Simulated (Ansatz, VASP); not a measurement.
Two plane-wave programs on ZnO

INCAR

```
PREC = Accurate
ENCUT = 520
EDIFF = 1E-6
ISMEAR = 0
SIGMA = 0.05
LREAL = False
LASPH = True
NELM = 100
ALGO = Normal
ISIF = 2
LWAVE = False
LCHARG = False
GGA = PE
NBANDS = 16
```

The input KPOINTS:

```
regular mesh
0
Gamma
  14 14 14
```

The input POSCAR:

```
ZnO
1.0
    0.0000000000      2.2651577810      2.2651577810
    2.2651577810      0.0000000000      2.2651577810
    2.2651577810      2.2651577810      0.0000000000
Zn O
1 1
Direct
    0.0000000000      0.0000000000      0.0000000000
    0.5000000000      0.5000000000      0.5000000000
```

Input for Ansatz:

```yaml
crystal:
  lattice:
    - [0.0, 2.265157781, 2.265157781]
    - [2.265157781, 0.0, 2.265157781]
    - [2.265157781, 2.265157781, 0.0]
  atoms:
    - { symbol: Zn, position: [0.0, 0.0, 0.0] }
    - { symbol: O, position: [0.5, 0.5, 0.5] }
basis:
  ecutwfc: 420
kpoints:
  mp_grid: { grid: [14, 14, 14] }
hamiltonian:
  xc: pbe
scf:
  occupations: { method: gaussian, width: 0.05 }
output:
  forces: true
  stress: true
  eigenvalues: true
  write_density: true
  write_potential: true
  elf: true
  volumetric_format: npy
```

Alike in both runs: task single point; functional PBE; k mesh 14 × 14 × 14; occupations gaussian, width 0.05 eV; no spin polarisation.

|  | VASP | Ansatz |
| --- | --- | --- |
| version | VASP 6.6.1 | Ansatz 0.2.0 |
| potentials or method | VASP PAW PBE potentials, release 64 (Zn, O), cutoff 520 eV | scalar-relativistic, plane waves, PAW |
| valence electrons in the cell | 18 | 18 |

|  | VASP | Ansatz | Ansatz less VASP |
| --- | --- | --- | --- |
| gap on the k mesh at the Fermi level (eV) | 0.18 | 0.20 | +0.023 |
| least direct gap on the mesh (eV) | 1.00 | 1.02 | +0.022 |
| pressure (GPa) | -16.1 | -16.5 | -0.42 |

With one functional, cell and mesh, what is left measures potentials, basis and numerics.
